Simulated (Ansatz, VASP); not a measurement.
In in VASP and in Ansatz

The input INCAR:

```
SYSTEM = In
  ALGO = Fast
  EDIFF = 1E-6
  ENCUT = 520
  GGA = PE
  ISIF = 2
  ISMEAR = 0
  LASPH = .True.
  LCHARG = .True.
  LELF = .True.
  LREAL = .False.
  LVHAR = .True.
  LWAVE = .False.
  NBANDS = 12
  NELM = 80
  PREC = Accurate
  SIGMA = 0.15
```

Contents of KPOINTS:

```
k-points
0
Gamma
  20 20 20
  0 0 0
```

POSCAR

```
In
1.0
   -1.7562420000      1.7562420000      2.4739500000
    1.7562420000     -1.7562420000      2.4739500000
    1.7562420000      1.7562420000     -2.4739500000
In
1
Direct
    0.0000000000      0.0000000000      0.0000000000
```

Input for Ansatz:

```yaml
crystal:
  lattice:
    - [-1.756242, 1.756242, 2.47395]
    - [1.756242, -1.756242, 2.47395]
    - [1.756242, 1.756242, -2.47395]
  atoms:
    - { symbol: In, position: [0.0, 0.0, 0.0] }
basis:
  ecutwfc: 420
kpoints:
  mp_grid: { grid: [20, 20, 20] }
hamiltonian:
  xc: pbe
scf:
  occupations: { method: gaussian, width: 0.15 }
output:
  forces: true
  stress: true
  eigenvalues: true
```

Change from the starting cell: strain +0.080 along x and y, +0.000 along z, atoms carried along.

Alike in both runs: task single point; functional PBE; k mesh 20 × 20 × 20; occupations gaussian, width 0.15 eV; no spin polarisation.

```csv
,VASP,Ansatz
version,VASP 6.6.1,Ansatz 0.2.0
potentials or method,"VASP PAW PBE potentials, release 64 (In_d), cutoff 520 eV","scalar-relativistic, plane waves, PAW"
valence electrons in the cell,13,13
```

|  | VASP | Ansatz | Ansatz less VASP |
| --- | --- | --- | --- |
| gap on the k mesh at the Fermi level (eV) | none | none | - |
| pressure (GPa) | -2.8 | -2.8 | -0.01 |

A gap of «none» marks a metal or a gap that the smearing closes.
